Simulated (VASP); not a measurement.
# Rh (Fm-3m) in VASP: single point with PBEsol

Aim: the single point of Rh with PBEsol.

Everything below comes from runs of VASP 6.6.1. Logs are shortened: lines on timing, memory, paths and dates and some standing lists are left out, and cuts for length are marked.

**1. The cell of the first run**

The structure is cubic, space group Fm-3m (No. 225). Conventional cell: a = 3.781 Å, b = 3.781 Å, c = 3.781 Å, α = 90.00°, β = 90.00°, γ = 90.00°. Within 3.5 Å of Rh (site symmetry m-3m) lie 12 Rh at 2.67 Å.

**2. Single point, PBEsol**

Input file INCAR:

```
SYSTEM = Rh
PREC     = Accurate       ! precision mode
ENCUT    = 520            ! plane-wave cutoff, eV
EDIFF    = 1E-7           ! SCF threshold, eV
ISMEAR   = 0              ! smearing method
SIGMA    = 0.15           ! smearing width, eV
LREAL    = .False.        ! projectors in reciprocal space
LASPH    = .True.         ! aspherical terms in the spheres
NELM     = 60             ! most SCF steps
ALGO     = Fast           ! electronic algorithm
ISIF     = 2              ! what is computed and relaxed
LWAVE    = .False.        ! write WAVECAR
LCHARG   = .True.         ! write CHGCAR
GGA      = PS             ! functional
LELF     = .True.         ! ELF
LVHAR    = .True.       
NBANDS   = 14             ! bands
```

Input file KPOINTS:

```
Automatic mesh
0
Gamma
  16 16 16
  0 0 0
```

Input file POSCAR:

```
Rh
1.0
    0.0000081854      1.8903539414      1.8903025363
    1.8903508373      0.0000089808      1.8903017434
    1.8903600702      1.8903623796     -0.0000002513
Rh
1
Direct
    0.0000000000      0.0000000000      0.0000000000
```

Potentials or basis: VASP PAW PBE potentials, release 64 (Rh_pv).

Run with:

```sh
cat potpaw_PBE.64/Rh_pv/POTCAR > POTCAR
mpirun -np 1 vasp_std > vasp.out
```

OUTCAR:

```text
SYSTEM = Rh
   PREC = Accurate
   ENCUT = 520
   EDIFF = 1E-7
   ISMEAR = 0
   LREAL = .False.
   LASPH = .True.
   NELM = 60
   ISIF = 2
   GGA = PS

 ion  position               nearest neighbor table
   1  0.000  0.000  0.000-

  LATTYP: Found a base centered monoclinic cell.
 ALAT       =     4.6303086317
 B/A-ratio  =     0.5773642093
 C/A-ratio  =     0.5773588892
 COS(beta)  =    -0.5773584042

  Lattice vectors:

 A1 = (  -0.0000092329,  -1.8903533988,   1.8903019947)
 A2 = (   1.8903508373,   0.0000089808,   1.8903017434)
 A3 = (  -1.8903426519,   1.8903449606,   0.0000007929)

Analysis of symmetry for initial positions (statically):
=====================================================================
 Subroutine PRICEL returns:
 Original cell was already a primitive cell.

 Routine SETGRP: Setting up the symmetry group for a
 base centered monoclinic supercell.

 Subroutine GETGRP returns: Found  4 space group operations
 (whereof  4 operations were pure point group operations)
 out of a pool of  4 trial point group operations.

The static configuration has the point symmetry C_2h.

Analysis of symmetry for dynamics (positions and initial velocities):
=====================================================================
 Subroutine PRICEL returns:
 Original cell was already a primitive cell.

 Routine SETGRP: Setting up the symmetry group for a
 base centered monoclinic supercell.

 Subroutine GETGRP returns: Found  4 space group operations
 (whereof  4 operations were pure point group operations)
 out of a pool of  4 trial point group operations.

The dynamic configuration has the point symmetry C_2h.

 Subroutine INISYM returns: Found  4 space group operations
 (whereof  4 operations are pure point group operations),
 and found     1 'primitive' translations

----------------------------------------------------------------------------------------

                                     Primitive cell

  volume of cell :      13.5097

  direct lattice vectors                    reciprocal lattice vectors
     0.000008185  1.890353941  1.890302536    -0.264502238  0.264501950  0.264507851
     1.890350837  0.000008981  1.890301743     0.264502384 -0.264502026  0.264508073
     1.890360070  1.890362380 -0.000000251     0.264499801  0.264499589 -0.264507927

  length of vectors
     2.673327833  2.673325077  2.673374482     0.458134389  0.458134646  0.458131663

  position of ions in fractional coordinates (direct lattice)
     0.000000000  0.000000000  0.000000000

  ion indices of the primitive-cell ions
   primitive index   ion index
                 1           1

----------------------------------------------------------------------------------------

 KPOINTS: Automatic mesh

Automatic generation of k-mesh.
 Grid dimensions read from file:
 generate k-points for:   16   16   16

 Generating k-lattice:

  Cartesian coordinates                     Fractional coordinates (reciprocal lattice)
    -0.016531390  0.016531372  0.016531741     0.062500000  0.000000000 -0.000000000
     0.016531399 -0.016531377  0.016531755     0.000000000  0.062500000  0.000000000
     0.016531238  0.016531224 -0.016531745     0.000000000  0.000000000  0.062500000

  Length of vectors
     0.028633399  0.028633415  0.028633229

  Shift w.r.t. Gamma in fractional coordinates (k-lattice)
     0.000000000  0.000000000  0.000000000

 Subroutine IBZKPT returns following result:
 ===========================================

 Found   1098 irreducible k-points:

 Following reciprocal coordinates:
            Coordinates               Weight
  0.000000  0.000000  0.000000      1.000000
  0.062500 -0.000000  0.000000      2.000000
  0.000000 -0.062500 -0.000000      2.000000
  0.125000 -0.000000  0.000000      2.000000
  0.000000 -0.125000 -0.000000      2.000000
  0.187500 -0.000000 -0.000000      2.000000
[... 16 lines left out ...]
  0.250000  0.062500  0.000000      2.000000
 -0.062500 -0.250000  0.000000      2.000000
 [... further k-points ...]
   k-points           NKPTS =   1098   k-points in BZ     NKDIM =   1098   number of bands    NBANDS=     14
   number of dos      NEDOS =    301   number of ions     NIONS =      1
   total plane-waves  NPLWV =   8000
   dimension x,y,z NGX =    20 NGY =   20 NGZ =   20
   dimension x,y,z NGXF=    40 NGYF=   40 NGZF=   40
   ions per type =               1
   NGX,Y,Z   is equivalent  to a cutoff of  12.44, 12.44, 12.44 a.u.
   NGXF,Y,Z  is equivalent  to a cutoff of  24.87, 24.87, 24.87 a.u.
 SYSTEM =  Rh
   PREC   = accura    normal or accurate (medium, high low for compatibility)
   ISTART =      0    job   : 0-new  1-cont  2-samecut
   ICHARG =      2    charge: 1-file 2-atom 10-const
   ISPIN  =      1    spin polarized calculation?
   LNONCOLLINEAR =      F non collinear calculations
   LSORBIT =      F    spin-orbit coupling
   LASPH  =      T    aspherical Exc in radial PAW
   ENCUT  =  520.0 eV  38.22 Ry    6.18 a.u.   4.97  4.97  4.97*2*pi/ulx,y,z
   NELM   =     60;   NELMIN=  2; NELMDL= -5     # of ELM steps
   EDIFF  = 0.1E-06   stopping-criterion for ELM
   LREAL  =      F    real-space projection
   EDIFFG = 0.1E-05   stopping-criterion for IOM
   NSW    =      0    number of steps for IOM
   IBRION =     -1    ionic relax: 0-MD 1-quasi-New 2-CG
   NFREE  =      0    steps in history (QN), initial steepest desc. (CG)
   ISIF   =      2    stress and relaxation
   ISYM   =      2    0-nonsym 1-usesym 2-fastsym
   POTIM  = 0.5000    time-step for ionic-motion
   TEBEG  =    0.0;   TEEND  =   0.0 temperature during run
   PSTRESS=    0.0 pullay stress
   NELECT =      15.0000    total number of electrons
   NUPDOWN=      -1.0000    fix difference up-down
   EMIN   =  10.00;   EMAX   =-10.00  energy-range for DOS
   EFERMI =   0.00;   METHOD = LEGACY
   ISMEAR =     0;   SIGMA  =   0.15  broadening in eV -4-tet -1-fermi 0-gaus
   EFERMI_NEDOS =   21; number of points for ismear=-14 and -15
   IALGO  =     68    algorithm
   IMIX   =      4    mixing-type and parameters
     AMIX     =   0.40;   BMIX     =  1.00
     AMIX_MAG =   1.60;   BMIX_MAG =  1.00
  volume/ion in A,a.u.               =      13.51        91.17
  Fermi-wavevector in a.u.,A,eV,Ry     =   1.695208  3.203478 39.099468  2.873730
  Thomas-Fermi vector in A             =   2.776294
   LORBIT       =      0    0 simple, 1 ext, 2 COOP (PROOUT), +10 PAW based schemes
   GGA     = PS    functional components
   LHFCALC =     F    Hartree Fock is set to
   AEXX    =    0.0000 exact exchange contribution
   IVDW    =     0    specifies the selected vdW correction
   LEPSILON=     F    determine dielectric tensor
   LRPA    =     F    only Hartree local field effects (RPA)
 non-spin polarized calculation
 RMM-DIIS sequential band-by-band and
 Gauss-broadening in eV      SIGMA  =   0.15
  energy-cutoff  :      520.00
  volume of cell :       13.51
 maximum number of plane-waves:       380
   NGX =  9   NGY =  9   NGZ =  9

 number of electron      15.0000006 magnetization

 Free energy of the ion-electron system (eV)
  ---------------------------------------------------
  ext. energy  EPLUGINS =         0.00000000
  ---------------------------------------------------
  free energy    TOTEN  =        -8.14484128 eV

  energy without entropy =       -8.12880592  energy(sigma->0) =       -8.13682360

 E-fermi :  12.0756     XC(G=0): -14.3311

 val. band max:       12.0688961044   @ k =  -0.3750   0.0000   0.2500
 cond. band min:      12.0759839463   @ k =  -0.1875   0.0000   0.1250
 fundamental gap:      0.0070878419
 Fermi energy:        12.0756376677

 k-point     1 :       0.0000    0.0000    0.0000
  band No.  band energies     occupation
      1     -34.2823      2.00000
      2     -34.2823      2.00000
      3     -34.2823      2.00000
      4       3.8949      2.00000
      5       8.9003      2.00000
      6       8.9004      2.00000
      7       8.9006      2.00000
      8      11.0726      2.00000
      9      11.0729      2.00000
     10      27.9989      0.00000
     11      32.4002      0.00000
     12      33.5499      0.00000
     13      33.5502      0.00000
     14      33.5509      0.00000

 k-point     2 :       0.0625   -0.0000    0.0000
  band No.  band energies     occupation
      1     -34.3132      2.00000
      2     -34.2865      2.00000
      3     -34.2864      2.00000
      4       4.0553      2.00000
      5       8.8280      2.00000
      6       8.9635      2.00000
      7       8.9638      2.00000
      8      11.0366      2.00000
      9      11.0369      2.00000
     10      28.2361      0.00000
     11      32.3943      0.00000
     12      32.6938      0.00000
     13      33.7878      0.00000
     14      33.7886      0.00000

 k-point     3 :       0.0000   -0.0625   -0.0000
  band No.  band energies     occupation
      1     -34.3132      2.00000
      2     -34.2865      2.00000
      3     -34.2864      2.00000
      4       4.0553      2.00000
      5       8.8280      2.00000
      6       8.9635      2.00000
      7       8.9638      2.00000
      8      11.0366      2.00000
      9      11.0369      2.00000
     10      28.2361      0.00000
     11      32.3943      0.00000
     12      32.6938      0.00000
     13      33.7878      0.00000
     14      33.7886      0.00000

 k-point     4 :       0.1250   -0.0000    0.0000
  band No.  band energies     occupation
      1     -34.4007      2.00000
      2     -34.2982      2.00000
      3     -34.2982      2.00000
      4       4.5087      2.00000
      5       8.6570      2.00000
      6       9.1215      2.00000
      7       9.1218      2.00000
      8      10.9677      2.00000
      9      10.9680      2.00000
     10      28.8504      0.00000
     11      30.9863      0.00000
     12      32.4033      0.00000
     13      34.4725      0.00000
     14      34.4733      0.00000

 k-point     5 :       0.0000   -0.1250   -0.0000
  band No.  band energies     occupation
      1     -34.4007      2.00000
      2     -34.2982      2.00000
      3     -34.2982      2.00000
      4       4.5087      2.00000
      5       8.6570      2.00000
      6       9.1215      2.00000
      7       9.1218      2.00000
      8      10.9677      2.00000
      9      10.9680      2.00000
     10      28.8504      0.00000
     11      30.9863      0.00000
[... 276 lines left out ...]
 k-point    22 :      -0.0625   -0.1875   -0.0000
  band No.  band energies     occupation
      1     -34.4919      2.00000
      2     -34.3273      2.00000
      3     -34.3137      2.00000
      4       5.0565      2.00000
      5       8.4019      2.00000
      6       9.3165      2.00000
      7       9.3380      2.00000
      8      10.6793      2.00000
      9      11.2225      2.00000
     10      29.4684      0.00000
     11      29.9057      0.00000
     12      32.4023      0.00000
     13      34.3727      0.00000
     14      35.1961      0.00000

 k-point    23 :       0.2500    0.0625    0.0000
  band No.  band energies     occupation
      1     -34.6338      2.00000
      2     -34.3490      2.00000
      3     -34.3328      2.00000
      4       5.6842      2.00000
      5       8.4230      2.00000
      6       9.3164      2.00000
      7       9.4028      2.00000
      8      10.9047      2.00000
      9      11.4387      2.00000
     10      27.9905      0.00000
     11      29.8918      0.00000
     12      32.4016      0.00000
     13      34.9420      0.00000
     14      36.1370      0.00000

 k-point    24 :      -0.0625   -0.2500    0.0000
  band No.  band energies     occupation
      1     -34.6338      2.00000
      2     -34.3490      2.00000
      3     -34.3328      2.00000
      4       5.6842      2.00000
      5       8.4230      2.00000
      6       9.3164      2.00000
      7       9.4028      2.00000
      8      10.9047      2.00000
      9      11.4387      2.00000
     10      27.9905      0.00000
     11      29.8918      0.00000
     12      32.4016      0.00000
     13      34.9420      0.00000
     14      36.1370      0.00000

 [... further k-points ...]

------------------------ aborting loop because EDIFF is reached ----------------------------------------

  FORCE on cell =-STRESS in cart. coord.  units (eV):
  Direction    XX          YY          ZZ          XY          YZ          ZX
  --------------------------------------------------------------------------------------
  -------------------------------------------------------------------------------------
  Total       -0.0076935     -0.0076935     -0.0071261     -0.0001545     -0.0000079      0.0000080
  in kB       -0.9124039     -0.9124061     -0.8451124     -0.0183244     -0.0009350      0.0009499
  external PRESSURE =      -0.8899741 kB  Pullay stress =       0.0000000 kB

 VOLUME and BASIS-vectors are now :
 -----------------------------------------------------------------------------
  energy-cutoff  :      520.00
  volume of cell :       13.51
      direct lattice vectors                 reciprocal lattice vectors
     0.000008185  1.890353941  1.890302536    -0.264502238  0.264501950  0.264507851
     1.890350837  0.000008981  1.890301743     0.264502384 -0.264502026  0.264508073
     1.890360070  1.890362380 -0.000000251     0.264499801  0.264499589 -0.264507927

 POSITION                                       TOTAL-FORCE (eV/Angst)
 -----------------------------------------------------------------------------------
      0.00000      0.00000      0.00000         0.000000      0.000000      0.000000
 -----------------------------------------------------------------------------------
    total drift:                                0.000000     -0.000000     -0.000000

  FREE ENERGIE OF THE ION-ELECTRON SYSTEM (eV)
  ---------------------------------------------------
  free  energy   TOTEN  =        -8.1448412804 eV

  energy  without entropy=       -8.1288059166  energy(sigma->0) =       -8.13682360
```

It took 1.8 min on 1 thread of Intel Xeon Platinum 8488C (Sapphire Rapids), shared host; peak memory 0.29 GiB.

Results:

```
Free energy            : -8.1448 eV
Pressure               : -0.1 GPa
Band gap on the k mesh : zero (an odd number of electrons rules out a gap without spin polarisation)
```

Levels at points of the mesh, in eV from the Fermi level:
| k point | band 3 | band 4 | band 5 | band 6 | band 7 | band 8 | band 9 | band 10 | band 11 | band 12 |
| --- | --- | --- | --- | --- | --- | --- | --- | --- | --- | --- |
| (0.00, 0.00, 0.00) | -46.36 | -8.18 | -3.18 | -3.18 | -3.18 | -1.00 | -1.00 | 15.92 | 20.32 | 21.47 |
| (0.50, 0.00, 0.00) | -46.47 | -6.31 | -3.25 | -3.25 | 0.60 | 0.60 | 0.64 | 8.78 | 15.43 | 20.33 |
| (0.00, 0.50, 0.00) | -46.47 | -6.31 | -3.25 | -3.25 | 0.60 | 0.60 | 0.64 | 8.78 | 15.43 | 20.33 |
| (0.50, 0.50, 0.00) | -46.64 | -6.51 | -6.13 | 0.58 | 1.03 | 1.03 | 3.21 | 12.46 | 13.34 | 13.34 |
| (0.00, 0.00, 0.50) | -46.47 | -6.31 | -3.25 | -3.25 | 0.60 | 0.60 | 0.64 | 8.78 | 15.43 | 20.33 |
| (0.50, 0.00, 0.50) | -46.64 | -6.51 | -6.13 | 0.58 | 1.03 | 1.03 | 3.20 | 12.46 | 13.34 | 13.34 |

Caveat: the PAW data sets were made with another functional, which shifts forces and pressure a little.
